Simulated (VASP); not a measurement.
# RbIr (Cmcm) in VASP: further runs

RbIr is run at these levels: PBE; tasks: single point, relaxation of cell and atoms.

Program: VASP 6.6.1. These are calculated values, not measurements. Logs are shortened: lines on timing, memory, paths and dates and some standing lists are left out, and cuts for length are marked.

## (1) The cell of the first run

It takes space group Cmcm (No. 63, orthorhombic). Conventional cell: a = 4.490 Å, b = 11.830 Å, c = 4.471 Å, α = 90.00°, β = 90.00°, γ = 90.00°. Rb (site symmetry m2m) has 7 Ir at 3.27 to 3.47 Å and 10 Rb at 4.02 to 4.49 Å within 4.5 Å. Ir (site symmetry m2m) has 2 Ir at 2.89 Å and 7 Rb at 3.27 to 3.47 Å within 3.8 Å.

## (2) Single point, PBE

The input, INCAR:

```
ALGO = Normal
EDIFF = 1E-6
ENCUT = 500
GGA = PE
GGA_COMPAT = False
ISIF = 2
ISMEAR = 0
LASPH = True
LCHARG = True
LELF = True
LREAL = False
LVHAR = True
LWAVE = False
NBANDS = 26
NELM = 120
PREC = Accurate
SIGMA = 0.1
```

The input, KPOINTS:

```
k-points
0
Gamma
  4 4 4
```

The input, POSCAR:

```
RbIr
1.0
    2.2449671723     -5.9148085673      0.0000000000
    2.2449671723      5.9148085673      0.0000000000
    0.0000000000      0.0000000000      4.4708485450
Rb Ir
2 2
Direct
    0.3544000000      0.6456000000      0.7500000000
    0.6456000000      0.3544000000      0.2500000000
    0.0776000000      0.9224000000      0.7500000000
    0.9224000000      0.0776000000      0.2500000000
```

Potentials or basis: VASP PAW PBE potentials, release 64 (Rb_sv, Ir).

The run is started by

```bash
$ cat potpaw_PBE.64/Rb_sv/POTCAR potpaw_PBE.64/Ir/POTCAR > POTCAR
$ mpirun -np 1 vasp_std > vasp.out
```

OUTCAR:

```text
EDIFF = 1E-6
   ENCUT = 500
   GGA = PE
   ISIF = 2
   ISMEAR = 0
   LASPH = True
   LREAL = False
   NELM = 120
   PREC = Accurate

 ion  position               nearest neighbor table
   1  0.354  0.646  0.750-   4 3.27   4 3.27   4 3.27   4 3.27   3 3.27   3 3.47   3 3.47   2 4.02
                             2 4.02   2 4.02   2 4.02   2 4.11   2 4.11
   2  0.646  0.354  0.250-   3 3.27   3 3.27   3 3.27   3 3.27   4 3.27   4 3.47   4 3.47   1 4.02
                             1 4.02   1 4.02   1 4.02   1 4.11   1 4.11
   3  0.078  0.922  0.750-   4 2.89   4 2.89   2 3.27   2 3.27   2 3.27   2 3.27   1 3.27   1 3.47
                             1 3.47
   4  0.922  0.078  0.250-   3 2.89   3 2.89   1 3.27   1 3.27   1 3.27   1 3.27   2 3.27   2 3.47
                             2 3.47

  LATTYP: Found a base centered orthorhombic cell.
 ALAT       =     4.4899343446
 B/A-ratio  =     2.6346971307
 C/A-ratio  =     0.9957492030

  Lattice vectors:

 A1 = (   2.2449671723,  -5.9148085673,   0.0000000000)
 A2 = (   2.2449671723,   5.9148085673,   0.0000000000)
 A3 = (   0.0000000000,   0.0000000000,   4.4708485450)

Analysis of symmetry for initial positions (statically):
=====================================================================
 Subroutine PRICEL returns:
 Original cell was already a primitive cell.

 Routine SETGRP: Setting up the symmetry group for a
 base centered orthorhombic supercell.

 Subroutine GETGRP returns: Found  8 space group operations
 (whereof  4 operations were pure point group operations)
 out of a pool of  8 trial point group operations.

The static configuration has the point symmetry C_2h.
 The point group associated with its full space group is D_2h.

Analysis of symmetry for dynamics (positions and initial velocities):
=====================================================================
 Subroutine PRICEL returns:
 Original cell was already a primitive cell.

 Routine SETGRP: Setting up the symmetry group for a
 base centered orthorhombic supercell.

 Subroutine GETGRP returns: Found  8 space group operations
 (whereof  4 operations were pure point group operations)
 out of a pool of  8 trial point group operations.

The dynamic configuration has the point symmetry C_2h.
 The point group associated with its full space group is D_2h.

 Subroutine INISYM returns: Found  8 space group operations
 (whereof  4 operations are pure point group operations),
 and found     1 'primitive' translations

----------------------------------------------------------------------------------------

                                     Primitive cell

  volume of cell :     118.7328

  direct lattice vectors                    reciprocal lattice vectors
     2.244967172 -5.914808567  0.000000000     0.222720406 -0.084533590  0.000000000
     2.244967172  5.914808567  0.000000000     0.222720406  0.084533590  0.000000000
     0.000000000  0.000000000  4.470848545     0.000000000  0.000000000  0.223671187

  length of vectors
     6.326518631  6.326518631  4.470848545     0.238223229  0.238223229  0.223671187

  position of ions in fractional coordinates (direct lattice)
     0.354400000  0.645600000  0.750000000
     0.645600000  0.354400000  0.250000000
     0.077600000  0.922400000  0.750000000
     0.922400000  0.077600000  0.250000000

  ion indices of the primitive-cell ions
   primitive index   ion index
                 1           1
                 2           2
                 3           3
                 4           4

----------------------------------------------------------------------------------------

 KPOINTS: k-points

Automatic generation of k-mesh.
 Grid dimensions read from file:
 generate k-points for:    4    4    4

 Generating k-lattice:

  Cartesian coordinates                     Fractional coordinates (reciprocal lattice)
     0.055680101 -0.021133397  0.000000000     0.250000000  0.000000000  0.000000000
     0.055680101  0.021133397  0.000000000     0.000000000  0.250000000  0.000000000
     0.000000000  0.000000000  0.055917797     0.000000000  0.000000000  0.250000000

  Length of vectors
     0.059555807  0.059555807  0.055917797

  Shift w.r.t. Gamma in fractional coordinates (k-lattice)
     0.000000000  0.000000000  0.000000000

 Subroutine IBZKPT returns following result:
 ===========================================

 Found     21 irreducible k-points:

 Following reciprocal coordinates:
            Coordinates               Weight
  0.000000  0.000000  0.000000      1.000000
  0.250000  0.000000  0.000000      4.000000
  0.500000  0.000000  0.000000      2.000000
  0.250000  0.250000  0.000000      2.000000
  0.500000  0.250000  0.000000      4.000000
 -0.250000  0.250000  0.000000      2.000000
[... 13 lines left out ...]
 -0.250000  0.250000  0.500000      2.000000
  0.500000  0.500000  0.500000      1.000000
[... 28 lines left out ...]
   PSTRESS=    0.0 pullay stress
   NELECT =      36.0000    total number of electrons
   NUPDOWN=      -1.0000    fix difference up-down
   EMIN   =  10.00;   EMAX   =-10.00  energy-range for DOS
   EFERMI =   0.00;   METHOD = LEGACY
   ISMEAR =     0;   SIGMA  =   0.10  broadening in eV -4-tet -1-fermi 0-gaus
   EFERMI_NEDOS =   21; number of points for ismear=-14 and -15
   IALGO  =     38    algorithm
   IMIX   =      4    mixing-type and parameters
     AMIX     =   0.40;   BMIX     =  1.00
     AMIX_MAG =   1.60;   BMIX_MAG =  1.00
  volume/ion in A,a.u.               =      29.68       200.31
  Fermi-wavevector in a.u.,A,eV,Ry     =   1.099813  2.078345 16.457448  1.209588
  Thomas-Fermi vector in A             =   2.236214
   LORBIT       =      0    0 simple, 1 ext, 2 COOP (PROOUT), +10 PAW based schemes
   GGA     = PE    functional components
   LHFCALC =     F    Hartree Fock is set to
   AEXX    =    0.0000 exact exchange contribution
   IVDW    =     0    specifies the selected vdW correction
   LEPSILON=     F    determine dielectric tensor
   LRPA    =     F    only Hartree local field effects (RPA)
 non-spin polarized calculation
 Gauss-broadening in eV      SIGMA  =   0.10
  energy-cutoff  :      500.00
  volume of cell :      118.73
 maximum number of plane-waves:      3041
 NGX is ok and might be reduce to    48
   NGX = 23   NGY = 23   NGZ = 17

 number of electron      35.9999999 magnetization

 Free energy of the ion-electron system (eV)
  ---------------------------------------------------
  ext. energy  EPLUGINS =         0.00000000
  ---------------------------------------------------
  free energy    TOTEN  =       -13.43004422 eV

  energy without entropy =      -13.35351273  energy(sigma->0) =      -13.39177847

 E-fermi :   2.0020     XC(G=0):  -9.2182

 val. band max:        1.9989879129   @ k =   0.0000   0.0000   0.2500
 cond. band min:       2.0124332035   @ k =   0.5000   0.0000   0.0000
 fundamental gap:      0.0134452906
 Fermi energy:         2.0019894938

 k-point     1 :       0.0000    0.0000    0.0000
  band No.  band energies     occupation
      1     -24.3995      2.00000
      2     -24.3189      2.00000
      3      -8.8776      2.00000
      4      -8.6349      2.00000
      5      -8.6195      2.00000
      6      -8.4471      2.00000
[... 18 lines left out ...]
     25       7.9985      0.00000
     26       8.1128      0.00000

 k-point     2 :       0.2500    0.0000    0.0000
  band No.  band energies     occupation
      1     -24.3833      2.00000
      2     -24.3251      2.00000
      3      -8.8658      2.00000
      4      -8.7923      2.00000
      5      -8.5899      2.00000
      6      -8.5792      2.00000
[... 18 lines left out ...]
     25       8.3488      0.00000
     26       8.8918      0.00000

 k-point     3 :       0.5000    0.0000    0.0000
  band No.  band energies     occupation
      1     -24.3591      2.00000
      2     -24.3394      2.00000
      3      -8.9650      2.00000
      4      -8.9212      2.00000
      5      -8.5583      2.00000
      6      -8.5322      2.00000
[... 485 lines left out ...]
 k-point    20 :      -0.2500    0.2500    0.5000
  band No.  band energies     occupation
      1     -24.3493      2.00000
      2     -24.3493      2.00000
      3      -8.9015      2.00000
      4      -8.9015      2.00000
      5      -8.5508      2.00000
      6      -8.5508      2.00000
[... 18 lines left out ...]
     25       7.3965      0.00000
     26       7.3965      0.00000

 k-point    21 :       0.5000    0.5000    0.5000
  band No.  band energies     occupation
      1     -24.3489      2.00000
      2     -24.3489      2.00000
      3      -8.9847      2.00000
      4      -8.9847      2.00000
      5      -8.5486      2.00000
      6      -8.5486      2.00000
[... 18 lines left out ...]
     25       8.3077      0.00000
     26       8.3077      0.00000

------------------------ aborting loop because EDIFF is reached ----------------------------------------

  FORCE on cell =-STRESS in cart. coord.  units (eV):
  Direction    XX          YY          ZZ          XY          YZ          ZX
  --------------------------------------------------------------------------------------
  -------------------------------------------------------------------------------------
  Total        4.2946914     -3.9424423     -3.9104070      0.0000000      0.0000000      0.0000000
  in kB       57.9524638    -53.1992231    -52.7669393      0.0000000      0.0000000      0.0000000
  external PRESSURE =     -16.0045662 kB  Pullay stress =       0.0000000 kB

 VOLUME and BASIS-vectors are now :
 -----------------------------------------------------------------------------
  energy-cutoff  :      500.00
  volume of cell :      118.73
      direct lattice vectors                 reciprocal lattice vectors
     2.244967172 -5.914808567  0.000000000     0.222720406 -0.084533590  0.000000000
     2.244967172  5.914808567  0.000000000     0.222720406  0.084533590  0.000000000
     0.000000000  0.000000000  4.470848545     0.000000000  0.000000000  0.223671187

 POSITION                                       TOTAL-FORCE (eV/Angst)
 -----------------------------------------------------------------------------------
      2.24497      1.72239      3.35314         0.000000     -0.154486     -0.000000
      2.24497     -1.72239      1.11771         0.000000      0.154486      0.000000
      2.24497      4.99683      3.35314         0.000000      3.869493      0.000000
      2.24497     -4.99683      1.11771         0.000000     -3.869493     -0.000000
 -----------------------------------------------------------------------------------
    total drift:                               -0.000000     -0.000000     -0.000000

  FREE ENERGIE OF THE ION-ELECTRON SYSTEM (eV)
  ---------------------------------------------------
  free  energy   TOTEN  =       -13.4300442153 eV

  energy  without entropy=      -13.3535127299  energy(sigma->0) =      -13.39177847
```

Wall time 44 s (1 thread of Intel Xeon Platinum 8488C (Sapphire Rapids), shared host); peak memory 0.28 GiB.

What came out:

```yaml
Free_energy: -13.4300 eV
Pressure: -1.6 GPa
Largest_force: 3.869 eV/Å
Band_gap_on_the_k_mesh: zero (bands 18 and 19 overlap by 0.10 eV)
```

Forces in eV/Å, atoms in the order of the input:
```
Rb   0.000 -0.154  0.000
Rb   0.000  0.154  0.000
Ir   0.000  3.869  0.000
Ir   0.000 -3.869  0.000
```

Caveat: the k points lie up to 0.37 Å⁻¹ apart; spin-orbit coupling is left out, which moves the levels of the heavy elements; forces of over 1 eV/Å act on the atoms, so gaps and moduli don't describe the material at rest.

## (3) Single point, PBE

This run uses another cell than the first one, of 34.84 Å³/atom.

The input, INCAR:

```
  ALGO = Normal
  EDIFF = 1E-6
  ENCUT = 500
  GGA = PE
  GGA_COMPAT = False
  ISIF = 2
  ISMEAR = 0
  LASPH = True
  LCHARG = True
  LELF = True
  LREAL = False
  LVHAR = True
  LWAVE = False
  NBANDS = 26
  NELM = 120
  PREC = Accurate
  SIGMA = 0.1
```

KPOINTS is that of step 2.

The input, POSCAR:

```
RbIr
1.0
    2.7250386163     -5.7462592795      0.0000000000
    2.7250386163      5.7462592795      0.0000000000
    0.0000000000      0.0000000000      4.4497670576
Rb Ir
2 2
Direct
    0.3539898219      0.6460101781      0.7500000000
    0.6460101781      0.3539898219      0.2500000000
    0.0348322514      0.9651677486      0.7500000000
    0.9651677486      0.0348322514      0.2500000000
```

Potentials or basis: VASP PAW PBE potentials, release 64 (Rb_sv, Ir).

The run is started by

```bash
$ cat potpaw_PBE.64/Rb_sv/POTCAR potpaw_PBE.64/Ir/POTCAR > POTCAR
$ mpirun -np 1 vasp_std > vasp.out
```

Wall time 39 s (1 thread of Intel Xeon Platinum 8488C (Sapphire Rapids), shared host); peak memory 0.28 GiB.

Results (log left out):

* Free energy: -17.2503 eV
* Pressure: 0.0 GPa
* Largest force: 0.056 eV/Å

Forces on the atoms (eV/Å):
```
Rb   0.000  0.008  0.000
Rb   0.000 -0.008  0.000
Ir   0.000 -0.056  0.000
Ir   0.000  0.056  0.000
```

Levels at points of the mesh, in eV from the Fermi level:
```csv
k point,band 16,band 17,band 18,band 19,band 20,band 21
"(0.00, 0.00, 0.00)",-1.11,-0.77,-0.42,0.98,1.23,2.35
"(0.50, 0.00, 0.00)",-1.10,-0.80,-0.14,0.10,1.28,1.62
"(0.50, 0.50, 0.00)",-1.10,-0.87,-0.66,0.00,1.25,2.67
"(0.00, 0.00, 0.50)",-1.11,-0.36,-0.36,1.19,1.19,3.60
"(0.50, 0.00, 0.50)",-1.04,-0.31,-0.31,1.20,1.20,3.12
"(0.50, 0.50, 0.50)",-1.17,-0.39,-0.39,0.70,0.70,3.19
```

Caveat: spin-orbit coupling is left out, which moves the levels of the heavy elements.

## (4) Relaxation of cell and atoms, PBE

The input, INCAR:

```
SYSTEM = RbIr
PREC = Accurate
ENCUT = 500
EDIFF = 1E-7
ISMEAR = 0
SIGMA = 0.1
LREAL = .False.
LASPH = .True.
NELM = 120
ALGO = Normal
ISIF = 3
LWAVE = .False.
LCHARG = .False.
GGA = PE
IBRION = 2
NSW = 90
EDIFFG = -0.04
GGA_COMPAT = .False.
NELMIN = 4
```

The input, KPOINTS:

```
Automatic mesh
0
Gamma
  4 4 4
  0 0 0
```

The input, POSCAR:

```
RbIr
1.0
    2.2449671723     -5.9148085673      0.0000000000
    2.2449671723      5.9148085673      0.0000000000
    0.0000000000      0.0000000000      4.4708485450
Rb Ir
2 2
Direct
    0.3544000000      0.6456000000      0.7500000000
    0.6456000000      0.3544000000      0.2500000000
    0.0776000000      0.9224000000      0.7500000000
    0.9224000000      0.0776000000      0.2500000000
```

The run is started by

```bash
$ cat potpaw_PBE.64/Rb_sv/POTCAR potpaw_PBE.64/Ir/POTCAR > POTCAR
$ mpirun -np 1 vasp_std > vasp.out
```

It took 9.6 min on 1 thread of Intel Xeon Platinum 8488C (Sapphire Rapids), shared host; peak memory 0.33 GiB.

It converged, with:

| Property | Result |
| --- | --- |
| Free energy | -17.2464 eV |
| Relaxed volume | 34.74 Å³/atom |
| Relaxed cell | a = 6.345 Å, b = 6.345 Å, c = 4.444 Å, α = 90.00°, β = 90.00°, γ = 129.04° |
| Space group after relaxing (to 0.1 Å) | Cmcm (No. 63) |
| Pressure after relaxing | 0.0 GPa |
| Largest force after relaxing | 0.013 eV/Å |

Forces on the atoms (eV/Å):
```
Rb   0.000  0.013  0.000
Rb   0.000 -0.013  0.000
Ir   0.000 -0.013  0.000
Ir   0.000  0.013  0.000
```

Stress tensor (GPa, compression positive):
```
-0.03  0.00  0.00
 0.00  0.00  0.00
 0.00  0.00  0.15
```

Final structure:
```cif
data_structure
_symmetry_space_group_name_H-M 'P 1'
_symmetry_Int_Tables_number 1
_cell_length_a 6.3451
_cell_length_b 6.3451
_cell_length_c 4.4437
_cell_angle_alpha 90.000
_cell_angle_beta 90.000
_cell_angle_gamma 129.040
_cell_volume 138.96
loop_
_atom_site_label
_atom_site_type_symbol
_atom_site_fract_x
_atom_site_fract_y
_atom_site_fract_z
_atom_site_occupancy
Rb1 Rb 0.35418 0.64582 0.75000 1
Rb2 Rb 0.64582 0.35418 0.25000 1
Ir1 Ir 0.03515 0.96485 0.75000 1
Ir2 Ir 0.96485 0.03515 0.25000 1
```

Levels at points of the mesh, in eV from the Fermi level:
| k point | band 14 | band 15 | band 16 | band 17 | band 18 | band 19 | band 20 | band 21 | band 22 |
| --- | --- | --- | --- | --- | --- | --- | --- | --- | --- |
| (0.00, 0.00, 0.00) | -1.21 | -1.16 | -1.14 | -0.78 | -0.43 | 0.98 | 1.22 | 2.34 | 3.12 |
| (0.50, 0.00, 0.00) | -1.55 | -1.15 | -1.13 | -0.81 | -0.15 | 0.10 | 1.28 | 1.63 | 2.60 |
| (0.50, 0.50, 0.00) | -1.28 | -1.26 | -1.13 | -0.88 | -0.66 | 0.00 | 1.25 | 2.66 | 3.31 |
| (0.00, 0.00, 0.50) | -2.01 | -1.11 | -1.11 | -0.36 | -0.36 | 1.20 | 1.20 | 3.59 | 3.59 |
| (0.50, 0.00, 0.50) | -1.68 | -1.05 | -1.05 | -0.30 | -0.30 | 1.22 | 1.22 | 3.12 | 3.12 |
| (0.50, 0.50, 0.50) | -1.66 | -1.18 | -1.18 | -0.39 | -0.39 | 0.70 | 0.70 | 3.20 | 3.20 |

Caveat: the k points lie up to 0.35 Å⁻¹ apart in the final cell; the volume moved by over 15 % at a fixed basis, so the end points are rough; spin-orbit coupling is left out, which moves the levels of the heavy elements.

## (5) Single point, PBE

This run uses another cell than the first one, of 34.85 Å³/atom.

The input, INCAR:

```
SYSTEM = RbIr
PREC = Accurate ; ENCUT = 500
EDIFF = 1E-6 ; ISMEAR = 0
SIGMA = 0.1 ; LREAL = .FALSE.
LASPH = .TRUE. ; NELM = 120
ALGO = Normal ; ISIF = 2
LWAVE = .FALSE. ; LCHARG = .TRUE.
GGA = PE ; LELF = .TRUE.
LVHAR = .TRUE. ; NBANDS = 26
GGA_COMPAT = .FALSE.
```

The input, KPOINTS:

```
Automatic mesh
0
G
  10 10 10
  0 0 0
```

The input, POSCAR:

```
RbIr
1.0
    2.7613909569     -5.8015581280      0.0000000000
    2.7613909569      5.8015581280      0.0000000000
    0.0000000000      0.0000000000      4.3508095431
Rb Ir
2 2
Direct
    0.3567645198      0.6432354802      0.2500000000
    0.6432354802      0.3567645198      0.7500000000
    0.0390940306      0.9609059694      0.2500000000
    0.9609059694      0.0390940306      0.7500000000
```

The run is started by

```bash
$ cat potpaw_PBE.64/Rb_sv/POTCAR potpaw_PBE.64/Ir/POTCAR > POTCAR
$ mpirun -np 1 vasp_std > vasp.out
```

It took 4.2 min on 1 thread of Intel Xeon 6975P-C (Granite Rapids), shared host; peak memory 0.66 GiB.

It converged, with:

| Quantity | Value |
| --- | --- |
| Free energy | -17.2364 eV |
| Pressure | 0.0 GPa |
| Largest force | 0.011 eV/Å |
| Band gap on the k mesh | zero (bands 18 and 19 overlap by 0.40 eV) |

Forces in eV/Å, atoms in the order of the input:
```
Rb   0.000  0.003  0.000
Rb   0.000 -0.003  0.000
Ir   0.000 -0.011  0.000
Ir   0.000  0.011  0.000
```

Levels at points of the mesh, in eV from the Fermi level:
| k point | band 16 | band 17 | band 18 | band 19 | band 20 | band 21 |
| --- | --- | --- | --- | --- | --- | --- |
| (0.00, 0.00, 0.00) | -1.31 | -1.20 | -0.62 | 0.60 | 0.85 | 2.12 |
| (0.50, 0.00, 0.00) | -1.30 | -1.22 | -0.39 | -0.14 | 0.91 | 1.25 |
| (0.50, 0.50, 0.00) | -1.40 | -1.29 | -0.99 | -0.23 | 0.87 | 2.41 |
| (0.00, 0.00, 0.50) | -1.34 | -0.51 | -0.51 | 0.98 | 0.98 | 3.32 |
| (0.50, 0.00, 0.50) | -1.30 | -0.43 | -0.43 | 1.04 | 1.04 | 2.87 |
| (0.50, 0.50, 0.50) | -1.41 | -0.53 | -0.53 | 0.47 | 0.47 | 2.93 |

Caveat: spin-orbit coupling is left out, which moves the levels of the heavy elements.

## (6) The runs side by side

| task | cell | k mesh | gap on the mesh (eV) | pressure (GPa) | largest force (eV/Å) |
| --- | --- | --- | --- | --- | --- |
| single point | a = 6.327, b = 6.327, c = 4.471 Å, angles 90.0, 90.0, 138.4°, 4 atoms, atomic positions A | 4 × 4 × 4 | none | -1.6 | 3.87 |
| single point | a = 6.360, b = 6.360, c = 4.450 Å, angles 90.0, 90.0, 129.3°, 4 atoms, atomic positions B | 4 × 4 × 4 | - | 0.0 | 0.06 |
| relaxation of cell and atoms | relaxed from a = 6.327, b = 6.327, c = 4.471 Å, angles 90.0, 90.0, 138.4°, 4 atoms, atomic positions A | 4 × 4 × 4 | - | 0.0 | 0.01 |
| single point | a = 6.425, b = 6.425, c = 4.351 Å, angles 90.0, 90.0, 129.1°, 4 atoms, atomic positions C | 10 × 10 × 10 | none | 0.0 | 0.01 |

Alike in all rows: level PBE; potentials or basis VASP PAW PBE potentials, release 64 (Rb_sv, Ir); no spin polarisation; cutoff (eV) 500; smearing gaussian 0.1 eV.

Caveats: some runs use coarse meshes; spin-orbit coupling is left out, which moves the levels of the heavy elements; forces of over 1 eV/Å act on the atoms, so gaps and moduli don't describe the material at rest (at least some runs); the volume moved by over 15 % at a fixed basis, so the end points are rough (at least some runs).

Absolute energies hang on the potentials; compare differences alone.
